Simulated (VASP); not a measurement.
# NiGe6Pd (P4/mmm) in VASP: relaxation of cell and atoms with PBE

Aim: the relaxation of cell and atoms of NiGe6Pd with PBE.

Program: VASP 6.6.1. These are calculated values, not measurements. Logs are shortened: lines on timing, memory, paths and dates and some standing lists are left out, and cuts for length are marked.

**1. The cell of the first run**

It takes space group P4/mmm (No. 123, tetragonal). Conventional cell: a = 4.017 Å, b = 4.017 Å, c = 8.037 Å, α = 90.00°, β = 90.00°, γ = 90.00°. Within 3.7 Å of Ni (site symmetry 4/mmm) lie 12 Ge at 2.84 Å. Ge (site symmetry 4/mmm) has 4 Ni at 2.84 Å and 8 Ge at 2.84 Å within 3.7 Å. Within 3.7 Å of Ge (site symmetry 4/mmm) lie 4 Pd at 2.84 Å and 8 Ge at 2.84 Å. Ge (site symmetry 2mm) has 8 Ge at 2.84 Å and 2 Pd at 2.84 Å and 2 Ni at 2.84 Å within 3.7 Å. Within 3.7 Å of Pd (site symmetry 4/mmm) lie 12 Ge at 2.84 Å.

The cell was generated, and may not be a known phase.

**2. Relaxation of cell and atoms, PBE, collinear spin, ferromagnetic start**

File INCAR:

```
SYSTEM = NiGe6Pd
ALGO = Normal
EDIFF = 1E-6
EDIFFG = -0.08
ENCUT = 600
GGA = PE
IBRION = 2
ISIF = 3
ISMEAR = 0
ISPIN = 2
LASPH = .True.
LCHARG = .False.
LMAXMIX = 4
LORBIT = 11
LREAL = .False.
LWAVE = .False.
MAGMOM = 2 0 0 0 0 0 0 0
NELM = 150
NSW = 36
PREC = Accurate
SIGMA = 0.2
```

File KPOINTS:

```
k-points
0
Gamma
  4 4 2
  0 0 0
```

File POSCAR:

```
NiGe6Pd
1.0
    4.0174545900      0.0000000000      0.0000000000
    0.0000000000      4.0174545900      0.0000000000
    0.0000000000      0.0000000000      8.0374066200
Ni Ge Pd
1 6 1
Direct
    0.0000000000      0.0000000000      0.0000000000
    0.5000000000      0.5000000000      0.0000000000
    0.5000000000      0.5000000000      0.5000000000
    0.5000000000      0.0000000000      0.2500639300
    0.5000000000      0.0000000000      0.7499360700
    0.0000000000      0.5000000000      0.2500639300
    0.0000000000      0.5000000000      0.7499360700
    0.0000000000      0.0000000000      0.5000000000
```

Potentials or basis: VASP PAW PBE potentials, release 64 (Ni, Ge_d, Pd).

Command:

```
> cat potpaw_PBE.64/Ni/POTCAR potpaw_PBE.64/Ge_d/POTCAR potpaw_PBE.64/Pd/POTCAR > POTCAR
> mpirun -np 1 vasp_std > vasp.out
```

OUTCAR:

```text
SYSTEM = NiGe6Pd
   EDIFF = 1E-6
   EDIFFG = -0.08
   ENCUT = 600
   GGA = PE
   IBRION = 2
   ISIF = 3
   ISMEAR = 0
   ISPIN = 2
   LASPH = .True.
   LORBIT = 11
   LREAL = .False.
   NELM = 150
   NSW = 36
   PREC = Accurate

 ion  position               nearest neighbor table
   1  0.000  0.000  0.000-   2 2.84   2 2.84   2 2.84   2 2.84   7 2.84   4 2.84   6 2.84   7 2.84
                             5 2.84   4 2.84   5 2.84   6 2.84
   2  0.500  0.500  0.000-   1 2.84   1 2.84   1 2.84   1 2.84   7 2.84   4 2.84   4 2.84   5 2.84
                             5 2.84   6 2.84   7 2.84   6 2.84
   3  0.500  0.500  0.500-   8 2.84   8 2.84   8 2.84   8 2.84   4 2.84   4 2.84   5 2.84   5 2.84
                             6 2.84   7 2.84   6 2.84   7 2.84
   4  0.500  0.000  0.250-   6 2.84   6 2.84   6 2.84   6 2.84   3 2.84   8 2.84   8 2.84   3 2.84
                             1 2.84   2 2.84   2 2.84   1 2.84
   5  0.500  0.000  0.750-   7 2.84   7 2.84   7 2.84   7 2.84   3 2.84   8 2.84   8 2.84   3 2.84
                             1 2.84   2 2.84   2 2.84   1 2.84
   6  0.000  0.500  0.250-   4 2.84   4 2.84   4 2.84   4 2.84   8 2.84   3 2.84   8 2.84   3 2.84
                             2 2.84   1 2.84   2 2.84   1 2.84
   7  0.000  0.500  0.750-   5 2.84   5 2.84   5 2.84   5 2.84   8 2.84   3 2.84   8 2.84   3 2.84
                             2 2.84   1 2.84   2 2.84   1 2.84
   8  0.000  0.000  0.500-   3 2.84   3 2.84   3 2.84   3 2.84   7 2.84   4 2.84   6 2.84   7 2.84
                             5 2.84   4 2.84   5 2.84   6 2.84

  LATTYP: Found a simple tetragonal cell.
 ALAT       =     4.0174545900
 C/A-ratio  =     2.0006216474

  Lattice vectors:

 A1 = (   4.0174545900,   0.0000000000,   0.0000000000)
 A2 = (   0.0000000000,   4.0174545900,   0.0000000000)
 A3 = (   0.0000000000,   0.0000000000,   8.0374066200)

Analysis of symmetry for initial positions (statically):
=====================================================================
 Subroutine PRICEL returns:
 Original cell was already a primitive cell.

 Routine SETGRP: Setting up the symmetry group for a
 simple tetragonal supercell.

 Subroutine GETGRP returns: Found 16 space group operations
 (whereof 16 operations were pure point group operations)
 out of a pool of 16 trial point group operations.

The static configuration has the point symmetry D_4h.

Analysis of symmetry for dynamics (positions and initial velocities):
=====================================================================
 Subroutine PRICEL returns:
 Original cell was already a primitive cell.

 Routine SETGRP: Setting up the symmetry group for a
 simple tetragonal supercell.

 Subroutine GETGRP returns: Found 16 space group operations
 (whereof 16 operations were pure point group operations)
 out of a pool of 16 trial point group operations.

The dynamic configuration has the point symmetry D_4h.

Analysis of structural, dynamic, and magnetic symmetry:
=====================================================================
 Subroutine PRICEL returns:
 Original cell was already a primitive cell.

 Routine SETGRP: Setting up the symmetry group for a
 simple tetragonal supercell.

 Subroutine GETGRP returns: Found 16 space group operations
 (whereof 16 operations were pure point group operations)
 out of a pool of 16 trial point group operations.

The overall configuration has the point symmetry D_4h.

 Subroutine INISYM returns: Found 16 space group operations
 (whereof 16 operations are pure point group operations),
 and found     1 'primitive' translations

----------------------------------------------------------------------------------------

                                     Primitive cell

  volume of cell :     129.7233

  direct lattice vectors                    reciprocal lattice vectors
     4.017454590  0.000000000  0.000000000     0.248913828  0.000000000  0.000000000
     0.000000000  4.017454590  0.000000000     0.000000000  0.248913828  0.000000000
     0.000000000  0.000000000  8.037406620     0.000000000  0.000000000  0.124418242

  length of vectors
     4.017454590  4.017454590  8.037406620     0.248913828  0.248913828  0.124418242

  position of ions in fractional coordinates (direct lattice)
     0.000000000  0.000000000  0.000000000
[... 47 lines left out ...]
  0.000000  0.000000  0.000000      1.000000
  0.250000  0.000000  0.000000      4.000000
  0.500000  0.000000  0.000000      2.000000
  0.250000  0.250000  0.000000      4.000000
  0.500000  0.250000  0.000000      4.000000
  0.500000  0.500000  0.000000      1.000000
  0.000000  0.000000  0.500000      1.000000
  0.250000  0.000000  0.500000      4.000000
  0.500000  0.000000  0.500000      2.000000
  0.250000  0.250000  0.500000      4.000000
  0.500000  0.250000  0.500000      4.000000
  0.500000  0.500000  0.500000      1.000000
   k-points           NKPTS =     12   k-points in BZ     NKDIM =     12   number of bands    NBANDS=     63
   number of dos      NEDOS =    301   number of ions     NIONS =      8
   total plane-waves  NPLWV =  65536
   dimension x,y,z NGX =    32 NGY =   32 NGZ =   64
   dimension x,y,z NGXF=    64 NGYF=   64 NGZF=  128
   ions per type =               1   6   1
   NGX,Y,Z   is equivalent  to a cutoff of  13.24, 13.24, 13.24 a.u.
   NGXF,Y,Z  is equivalent  to a cutoff of  26.48, 26.48, 26.48 a.u.
 SYSTEM =  NiGe6Pd
   PREC   = accura    normal or accurate (medium, high low for compatibility)
   ISTART =      0    job   : 0-new  1-cont  2-samecut
   ICHARG =      2    charge: 1-file 2-atom 10-const
   ISPIN  =      2    spin polarized calculation?
   LNONCOLLINEAR =      F non collinear calculations
   LSORBIT =      F    spin-orbit coupling
   LASPH  =      T    aspherical Exc in radial PAW
   ENCUT  =  600.0 eV  44.10 Ry    6.64 a.u.   8.02  8.02 16.05*2*pi/ulx,y,z
   NELM   =    150;   NELMIN=  2; NELMDL= -5     # of ELM steps
   EDIFF  = 0.1E-05   stopping-criterion for ELM
   LREAL  =      F    real-space projection
   EDIFFG = -.8E-01   stopping-criterion for IOM
   NSW    =     36    number of steps for IOM
   IBRION =      2    ionic relax: 0-MD 1-quasi-New 2-CG
   NFREE  =      1    steps in history (QN), initial steepest desc. (CG)
   ISIF   =      3    stress and relaxation
   ISYM   =      2    0-nonsym 1-usesym 2-fastsym
   POTIM  = 0.5000    time-step for ionic-motion
   TEBEG  =    0.0;   TEEND  =   0.0 temperature during run
   PSTRESS=    0.0 pullay stress
   NELECT =     104.0000    total number of electrons
   NUPDOWN=      -1.0000    fix difference up-down
   EMIN   =  10.00;   EMAX   =-10.00  energy-range for DOS
   EFERMI =   0.00;   METHOD = LEGACY
   ISMEAR =     0;   SIGMA  =   0.20  broadening in eV -4-tet -1-fermi 0-gaus
   EFERMI_NEDOS =   21; number of points for ismear=-14 and -15
   IALGO  =     38    algorithm
   IMIX   =      4    mixing-type and parameters
     AMIX     =   0.40;   BMIX     =  1.00
     AMIX_MAG =   1.60;   BMIX_MAG =  1.00
  volume/ion in A,a.u.               =      16.22       109.43
  Fermi-wavevector in a.u.,A,eV,Ry     =   1.520828  2.873947 31.469140  2.312917
  Thomas-Fermi vector in A             =   2.629625
   LORBIT       =     11    0 simple, 1 ext, 2 COOP (PROOUT), +10 PAW based schemes
   GGA     = PE    functional components
   LHFCALC =     F    Hartree Fock is set to
   AEXX    =    0.0000 exact exchange contribution
   IVDW    =     0    specifies the selected vdW correction
   LEPSILON=     F    determine dielectric tensor
   LRPA    =     F    only Hartree local field effects (RPA)
 conjugate gradient relaxation of ions
 spin polarized calculation
 Gauss-broadening in eV      SIGMA  =   0.20
  energy-cutoff  :      600.00
  volume of cell :      129.72
 maximum number of plane-waves:      4356
   NGX = 17   NGY = 17   NGZ = 33

--------------------------------------- Ionic step        1  -------------------------------------------

 number of electron     103.9999923 magnetization       0.0015025

 number of electron     103.9999923 magnetization      -0.0002870

 Free energy of the ion-electron system (eV)
  ---------------------------------------------------
  ext. energy  EPLUGINS =         0.00000000
  ---------------------------------------------------
  free energy    TOTEN  =       -36.13896749 eV

  energy without entropy =      -36.02299717  energy(sigma->0) =      -36.08098233

------------------------ aborting loop because EDIFF is reached ----------------------------------------

  FORCE on cell =-STRESS in cart. coord.  units (eV):
  Direction    XX          YY          ZZ          XY          YZ          ZX
  --------------------------------------------------------------------------------------
  -------------------------------------------------------------------------------------
  Total        4.1074928      4.1074928      4.0780340      0.0000000     -0.0000000      0.0000000
  in kB       50.7305416     50.7305416     50.3667044      0.0000000     -0.0000000      0.0000000
  external PRESSURE =      50.6092625 kB  Pullay stress =       0.0000000 kB
[... 201 lines left out ...]
--------------------------------------- Ionic step        6  -------------------------------------------

 number of electron     103.9999957 magnetization       0.0000032

 Free energy of the ion-electron system (eV)
  ---------------------------------------------------
  ext. energy  EPLUGINS =         0.00000000
  ---------------------------------------------------
  free energy    TOTEN  =       -36.28339422 eV

  energy without entropy =      -36.16032336  energy(sigma->0) =      -36.22185879

 E-fermi :   7.6341     XC(G=0): -11.7676

 val. band max:        7.6313660347   @ k =   0.5000   0.0000   0.0000
 cond. band min:       7.6385209521   @ k =   0.5000   0.5000   0.0000
 fundamental gap:      0.0071549174
 Fermi energy:         7.6341133663

 spin component 1

 k-point     1 :       0.0000    0.0000    0.0000
  band No.  band energies     occupation
      1     -17.1888      1.00000
      2     -17.1888      1.00000
      3     -17.1887      1.00000
      4     -17.1810      1.00000
      5     -17.1765      1.00000
      6     -17.1341      1.00000
[... 781 lines left out ...]
     62      13.5858      0.00000
     63      15.0772      0.00000
 Fermi energy:         7.6341133663

 spin component 2

 k-point     1 :       0.0000    0.0000    0.0000
  band No.  band energies     occupation
      1     -17.1888      1.00000
      2     -17.1888      1.00000
      3     -17.1887      1.00000
      4     -17.1810      1.00000
      5     -17.1765      1.00000
      6     -17.1341      1.00000
[... 816 lines left out ...]
  FREE ENERGIE OF THE ION-ELECTRON SYSTEM (eV)
  ---------------------------------------------------
  free  energy   TOTEN  =       -36.2833942164 eV

  energy  without entropy=      -36.1603233555  energy(sigma->0) =      -36.22185879

 reached required accuracy - stopping structural energy minimisation

 total charge

# of ion       s       p       d       tot
------------------------------------------
    1        0.374   0.257   8.430   9.061
    2        1.244   0.950  10.043  12.237
    3        1.255   0.911  10.033  12.198
    4        1.248   0.930  10.037  12.215
    5        1.248   0.930  10.037  12.215
    6        1.248   0.930  10.037  12.215
    7        1.248   0.930  10.037  12.215
    8        0.409   0.330   8.611   9.350
--------------------------------------------------
tot          8.272   6.170  77.266  91.708

 magnetization (x)

# of ion       s       p       d       tot
------------------------------------------
    1        0.000   0.000   0.000   0.000
    2        0.000   0.000   0.000   0.000
    3        0.000   0.000   0.000   0.000
    4        0.000   0.000   0.000   0.000
    5        0.000   0.000   0.000   0.000
    6        0.000   0.000   0.000   0.000
    7        0.000   0.000   0.000   0.000
    8        0.000  -0.000   0.000   0.000
--------------------------------------------------
tot          0.000   0.000   0.000   0.000
```

Wall time 31 min (1 thread of Oxide Virtual Turin-like, shared host); peak memory 0.38 GiB.

What came out:

```yaml
Free_energy: -36.2834 eV
Relaxed_volume: 16.99 Å³/atom
Relaxed_cell: a = 4.081 Å, b = 4.081 Å, c = 8.161 Å, α = 90.00°, β = 90.00°, γ = 90.00°
Space_group_after_relaxing_to_0.1_Å: P4/mmm (No. 123)
Energy_gained_by_relaxing: 18.1 meV/atom
Ionic_steps: 6
Pressure_after_relaxing: 0.2 GPa
Largest_force_after_relaxing: 0.006 eV/Å
Band_gap_on_the_k_mesh: zero (filled and empty bands overlap)
Net_moment: 0.00 μB per cell
Valence_electrons_inside_the_program's_atomic_spheres: Ni 9.06; Ge 12.24, 12.20, 12.21 (each value once); Pd 9.35
```

Forces in eV/Å, atoms in the order of the input:
```
Ni   0.000  0.000  0.000
Ge   0.000  0.000  0.000
Ge   0.000  0.000  0.000
Ge   0.000  0.000 -0.006
Ge   0.000  0.000  0.006
Ge   0.000  0.000 -0.006
Ge   0.000  0.000  0.006
Pd   0.000  0.000  0.000
```

Step by step:
```
step  energy change (eV)  largest force (eV/Å)  pressure (GPa)  volume (Å³)
   1              0.0000                0.3998            5.06       129.72
   2             -0.1075                0.2047           -1.83       139.58
   3             -0.1201                0.2455           -0.37       137.00
   4             -0.1201                0.2493           -0.29       136.85
   5             -0.1308                0.1871           -0.24       136.62
   6             -0.1444                0.0056            0.25       135.94
```

Final structure:
```
Ni Ge Pd
1.0
     4.08124    0.00000    0.00000
     0.00000    4.08124    0.00000
     0.00000    0.00000    8.16124
Ni Ge Pd
1 6 1
Cartesian
  0.0000 4.0812 8.1612
  2.0406 2.0406 8.1612
  2.0406 2.0406 4.0806
  2.0406 0.0000 1.9784
  2.0406 4.0812 6.1828
  0.0000 2.0406 1.9784
  0.0000 2.0406 6.1828
  0.0000 4.0812 4.0806
```

Caveat: the k points lie up to 0.38 Å⁻¹ apart in the final cell, too coarse for converged energies and pressures of a metal; the moments typed at the start vanished in this run.
